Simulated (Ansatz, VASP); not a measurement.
## La4Si15Ir5: VASP beside Ansatz

```
La Si Ir
1.0
    -6.38305   -2.12768    4.90447
    -2.12768    6.38305   -4.90447
     2.12768   -6.38305   -4.90447
La Si Ir
4 15 5
Cartesian
  -2.1228 -2.1231 -4.9190
  -4.2558 -0.0022 -0.0147
  -2.1352 2.1301 -4.9190
  -6.3855 -2.1188 4.8897
  -4.2526 -2.1582 2.5017
  -2.1293 0.0035 -2.3189
  -2.1613 -4.2541 -2.2879
  0.0308 -2.1217 -7.1925
  -6.3889 0.0352 -2.4021
  -4.2943 2.1267 -2.4040
  0.0361 -2.1200 -2.4037
  -2.1293 0.0035 -7.2234
  -6.3875 0.0359 2.6167
  -4.2538 -2.1571 -2.2877
  -2.1938 -2.1976 -0.8256
  0.0719 -0.0609 -5.7298
  0.0632 -4.1786 -5.7303
  -6.3842 2.1313 -0.8784
  -4.3304 0.0682 -5.7299
  -4.2568 -4.2520 -3.4209
  -4.2255 4.2763 -3.3913
  -4.2396 -0.0284 -3.3911
  -0.0329 -4.2692 -3.3914
  -6.4019 -2.0927 1.5137
```

Alike in both runs: functional PBEsol; k mesh 3 × 3 × 3; occupations gaussian, width 0.05 eV; no spin polarisation.

Ansatz relaxed the structure, and its values are those at the end. VASP's run is a single point on that final structure, the one shown.

|  | VASP | Ansatz |
| --- | --- | --- |
| version | VASP 6.6.1 | Ansatz 0.2.0 |
| potentials or method | VASP PAW PBE potentials, release 64 (La, Si, Ir), cutoff 520 eV | scalar-relativistic, plane waves, PAW |
| valence electrons in the cell | 149 | 189 |

```tsv
	VASP	Ansatz	Ansatz less VASP
gap on the k mesh at the Fermi level (eV)	none	none	-
rms of the force components (eV/Å)	0.017	0.007	-0.0096
```

VASP's potentials were made for PBE, not for PBEsol. A gap of «none» marks a metal or a gap that the smearing closes. With one functional, cell and mesh, what is left measures potentials, basis and numerics. VASP's potentials hold 149 valence electrons a cell and Ansatz's 189, so a difference there can come from the potentials and not from the codes.

Neither program's run includes spin-orbit coupling.
